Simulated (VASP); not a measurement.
# FeGe (P2_13) in VASP: single point with r2SCAN

Aim: the single point of FeGe with r2SCAN.

Everything below comes from runs of VASP 6.6.1. Logs are shortened: lines on timing, memory, paths and dates and some standing lists are left out, and cuts for length are marked.

### 1 The cell of the first run

It takes space group P2_13 (No. 198, cubic). Conventional cell: a = 4.554 Å, b = 4.554 Å, c = 4.554 Å, α = 90.00°, β = 90.00°, γ = 90.00°. Within 3.1 Å of Fe (site symmetry 3) lie 7 Ge at 2.33 to 2.58 Å and 6 Fe at 2.79 Å. Within 3.1 Å of Ge (site symmetry 3) lie 7 Fe at 2.33 to 2.58 Å and 6 Ge at 2.83 Å.

### 2 Single point, r2SCAN (11.81 Å³/atom)

POSCAR reads:

```
FeGe
1.0
    4.5540603832      0.0000000000      0.0000000000
    0.0000000000      4.5540603832      0.0000000000
    0.0000000000      0.0000000000      4.5540603832
Fe Ge
4 4
Direct
    0.1345812445      0.1345812445      0.1345812445
    0.3654187555      0.8654187555      0.6345812445
    0.6345812445      0.3654187555      0.8654187555
    0.8654187555      0.6345812445      0.3654187555
    0.8386994349      0.8386994349      0.8386994349
    0.6613005651      0.1613005651      0.3386994349
    0.3386994349      0.6613005651      0.1613005651
    0.1613005651      0.3386994349      0.6613005651
```

INCAR.step1 reads:

```
SYSTEM = FeGe
ALGO = Normal
EDIFF = 1E-4
ENCUT = 520
GGA = PE
ISMEAR = 0
LASPH = .True.
LCHARG = .False.
LREAL = .False.
LWAVE = .True.
NBANDS = 54
NELM = 100
PREC = Accurate
SIGMA = 0.03
```

INCAR.step2 reads:

```
SYSTEM = FeGe
ALGO = Normal
EDIFF = 1E-7
ENCUT = 520
ISIF = 2
ISMEAR = 0
ISTART = 1
LASPH = .True.
LCHARG = .False.
LMIXTAU = .True.
LREAL = .False.
LWAVE = .False.
METAGGA = R2SCAN
NBANDS = 54
NELM = 100
PREC = Accurate
SIGMA = 0.03
```

KPOINTS reads:

```
k-points
0
Gamma
  10 10 10
  0 0 0
```

Potentials or basis: VASP PAW PBE potentials, release 64 (Fe, Ge_d).

Run with:

```bash
$ cat potpaw_PBE.64/Fe/POTCAR potpaw_PBE.64/Ge_d/POTCAR > POTCAR
$ cp INCAR.step1 INCAR
$ mpirun -np 1 vasp_std > vasp.out
$ cp INCAR.step2 INCAR
$ mpirun -np 1 vasp_std > vasp.out
```

OUTCAR:

```text
SYSTEM = FeGe
   EDIFF = 1E-7
   ENCUT = 520
   ISIF = 2
   ISMEAR = 0
   ISTART = 1
   LASPH = .True.
   LREAL = .False.
   METAGGA = R2SCAN
   NELM = 100
   PREC = Accurate

 ion  position               nearest neighbor table
   1  0.135  0.135  0.135-   5 2.33   6 2.35   7 2.35   8 2.35   7 2.58   8 2.58   6 2.58   3 2.79
                             4 2.79   2 2.79   2 2.79   4 2.79   3 2.79
   2  0.365  0.865  0.635-   6 2.33   5 2.35   7 2.35   8 2.35   7 2.58   8 2.58   5 2.58   1 2.79
                             1 2.79   3 2.79   3 2.79   4 2.79   4 2.79
   3  0.635  0.365  0.865-   7 2.33   6 2.35   5 2.35   8 2.35   8 2.58   6 2.58   5 2.58   1 2.79
                             4 2.79   2 2.79   2 2.79   4 2.79   1 2.79
   4  0.865  0.635  0.365-   8 2.33   6 2.35   7 2.35   5 2.35   6 2.58   5 2.58   7 2.58   1 2.79
                             3 2.79   2 2.79   1 2.79   2 2.79   3 2.79
   5  0.839  0.839  0.839-   1 2.33   2 2.35   3 2.35   4 2.35   3 2.58   4 2.58   2 2.58   6 2.83
                             6 2.83   8 2.83   7 2.83   8 2.83   7 2.83
   6  0.661  0.161  0.339-   2 2.33   1 2.35   3 2.35   4 2.35   3 2.58   4 2.58   1 2.58   5 2.83
                             5 2.83   8 2.83   7 2.83   7 2.83   8 2.83
   7  0.339  0.661  0.161-   3 2.33   2 2.35   1 2.35   4 2.35   4 2.58   2 2.58   1 2.58   8 2.83
                             8 2.83   5 2.83   6 2.83   6 2.83   5 2.83
   8  0.161  0.339  0.661-   4 2.33   2 2.35   3 2.35   1 2.35   2 2.58   1 2.58   3 2.58   7 2.83
                             7 2.83   5 2.83   5 2.83   6 2.83   6 2.83

  LATTYP: Found a simple cubic cell.
 ALAT       =     4.5540603832

  Lattice vectors:

 A1 = (   4.5540603832,   0.0000000000,   0.0000000000)
 A2 = (   0.0000000000,   4.5540603832,   0.0000000000)
 A3 = (   0.0000000000,   0.0000000000,   4.5540603832)

Analysis of symmetry for initial positions (statically):
=====================================================================
 Subroutine PRICEL returns:
 Original cell was already a primitive cell.

 Routine SETGRP: Setting up the symmetry group for a
 simple cubic supercell.

 Subroutine GETGRP returns: Found 12 space group operations
 (whereof  3 operations were pure point group operations)
 out of a pool of 48 trial point group operations.

The static configuration has the point symmetry C_3 .
 The point group associated with its full space group is T   .

Analysis of symmetry for dynamics (positions and initial velocities):
=====================================================================
 Subroutine PRICEL returns:
 Original cell was already a primitive cell.

 Routine SETGRP: Setting up the symmetry group for a
 simple cubic supercell.

[... 128 lines left out ...]
   NELECT =      88.0000    total number of electrons
   NUPDOWN=      -1.0000    fix difference up-down
   EMIN   =  10.00;   EMAX   =-10.00  energy-range for DOS
   EFERMI =   0.00;   METHOD = LEGACY
   ISMEAR =     0;   SIGMA  =   0.03  broadening in eV -4-tet -1-fermi 0-gaus
   EFERMI_NEDOS =   21; number of points for ismear=-14 and -15
   IALGO  =     38    algorithm
   IMIX   =      4    mixing-type and parameters
     AMIX     =   0.40;   BMIX     =  1.00
     AMIX_MAG =   1.60;   BMIX_MAG =  1.00
  volume/ion in A,a.u.               =      11.81        79.67
  Fermi-wavevector in a.u.,A,eV,Ry     =   1.598958  3.021592 34.785543  2.556665
  Thomas-Fermi vector in A             =   2.696326
   LORBIT       =      0    0 simple, 1 ext, 2 COOP (PROOUT), +10 PAW based schemes
   METAGGA = R2SCAN    functional components
   LHFCALC =     F    Hartree Fock is set to
   AEXX    =    0.0000 exact exchange contribution
   IVDW    =     0    specifies the selected vdW correction
   LEPSILON=     F    determine dielectric tensor
   LRPA    =     F    only Hartree local field effects (RPA)
 non-spin polarized calculation
 Gauss-broadening in eV      SIGMA  =   0.03
  energy-cutoff  :      520.00
  volume of cell :       94.45
 maximum number of plane-waves:      2562
 NGX is ok and might be reduce to    36
   NGX = 17   NGY = 17   NGZ = 17

 number of electron      88.0000072 magnetization

 Free energy of the ion-electron system (eV)
  ---------------------------------------------------
  ext. energy  EPLUGINS =         0.00000000
  ---------------------------------------------------
  free energy    TOTEN  =      -111.32680641 eV

  energy without entropy =     -111.32680641  energy(sigma->0) =     -111.32680641

 E-fermi :   8.8637     XC(G=0): -14.7271

 val. band max:        8.7510561475   @ k =   0.3000   0.0000   0.0000
 cond. band min:       8.9824398113   @ k =   0.4000   0.1000   0.0000
 fundamental gap:      0.2313836638
 Fermi energy:         8.8636614795

 k-point     1 :       0.0000    0.0000    0.0000
  band No.  band energies     occupation
      1     -16.5754      2.00000
      2     -16.5754      2.00000
      3     -16.5754      2.00000
      4     -16.5319      2.00000
      5     -16.5319      2.00000
      6     -16.5319      2.00000
[... 1357 lines left out ...]
     53      13.0697      0.00000
     54      13.6888      0.00000

 [... further k-points ...]

------------------------ aborting loop because EDIFF is reached ----------------------------------------

  FORCE on cell =-STRESS in cart. coord.  units (eV):
  Direction    XX          YY          ZZ          XY          YZ          ZX
  --------------------------------------------------------------------------------------
  -------------------------------------------------------------------------------------
  Total        3.0138401      3.0138401      3.0138401     -0.0000000     -0.0000000      0.0000000
  in kB       51.1251306     51.1251306     51.1251306     -0.0000000     -0.0000000      0.0000000
  external PRESSURE =      51.1251306 kB  Pullay stress =       0.0000000 kB

 VOLUME and BASIS-vectors are now :
 -----------------------------------------------------------------------------
  energy-cutoff  :      520.00
  volume of cell :       94.45
      direct lattice vectors                 reciprocal lattice vectors
     4.554060383  0.000000000  0.000000000     0.219584265  0.000000000  0.000000000
     0.000000000  4.554060383  0.000000000     0.000000000  0.219584265  0.000000000
     0.000000000  0.000000000  4.554060383     0.000000000  0.000000000  0.219584265

 POSITION                                       TOTAL-FORCE (eV/Angst)
 -----------------------------------------------------------------------------------
      0.61289      0.61289      0.61289         0.020255      0.020255      0.020255
      1.66414      3.94117      2.88992        -0.020255     -0.020255      0.020255
      2.88992      1.66414      3.94117         0.020255     -0.020255     -0.020255
      3.94117      2.88992      1.66414        -0.020255      0.020255     -0.020255
      3.81949      3.81949      3.81949        -0.003505     -0.003505     -0.003505
      3.01160      0.73457      1.54246         0.003505      0.003505     -0.003505
      1.54246      3.01160      0.73457        -0.003505      0.003505      0.003505
      0.73457      1.54246      3.01160         0.003505     -0.003505      0.003505
 -----------------------------------------------------------------------------------
    total drift:                               -0.000001     -0.000001     -0.000000

  FREE ENERGIE OF THE ION-ELECTRON SYSTEM (eV)
  ---------------------------------------------------
  free  energy   TOTEN  =      -111.3268064056 eV

  energy  without entropy=     -111.3268064054  energy(sigma->0) =     -111.32680641
```

OSZICAR.step1:

```text
N       E                     dE             d eps       ncg     rms          rms(c)
DAV:   1     0.100269612796E+04    0.10027E+04   -0.36485E+04  9460   0.443E+03
DAV:   2     0.165012644685E+03   -0.83768E+03   -0.80509E+03  8208   0.101E+03
DAV:   3    -0.388050959553E+02   -0.20382E+03   -0.19425E+03  8208   0.294E+02
DAV:   4    -0.566195352615E+02   -0.17814E+02   -0.17508E+02  9966   0.970E+01
DAV:   5    -0.571078574470E+02   -0.48832E+00   -0.48696E+00  9866   0.187E+01    0.260E+01
DAV:   6    -0.599736578447E+02   -0.28658E+01   -0.92481E+01 10430   0.779E+01    0.247E+01
DAV:   7    -0.515769335919E+02    0.83967E+01   -0.47087E+01  9786   0.586E+01    0.620E+00
DAV:   8    -0.514873026832E+02    0.89631E-01   -0.31630E+00  9258   0.986E+00    0.220E+00
DAV:   9    -0.514338169782E+02    0.53486E-01   -0.27167E-01 10988   0.498E+00    0.680E-01
DAV:  10    -0.514325021885E+02    0.13148E-02   -0.22604E-02  9152   0.126E+00    0.198E-01
DAV:  11    -0.514321388662E+02    0.36332E-03   -0.26028E-03 11442   0.662E-01    0.915E-02
DAV:  12    -0.514321385016E+02    0.36456E-06   -0.22305E-04  5988   0.158E-01
   1 F= -.51432139E+02 E0= -.51432110E+02  d E =-.568708E-04
```

Wall time 12 min (1 thread of AMD EPYC 9R45 (Zen 5), shared host); peak memory 0.38 GiB.

Results:

- Free energy: -111.3268 eV
- Pressure: 5.1 GPa
- Largest force: 0.035 eV/Å
- Band gap on the k mesh: 0.23 eV (least direct gap 0.25 eV)

Forces on the atoms (eV/Å):
```
Fe   0.020  0.020  0.020
Fe  -0.020 -0.020  0.020
Fe   0.020 -0.020 -0.020
Fe  -0.020  0.020 -0.020
Ge  -0.004 -0.004 -0.004
Ge   0.004  0.004 -0.004
Ge  -0.004  0.004  0.004
Ge   0.004 -0.004  0.004
```

Caveat: the cell stands under pressure; the PAW data sets were made with another functional, which shifts forces and pressure a little. A k mesh can miss the band edges.
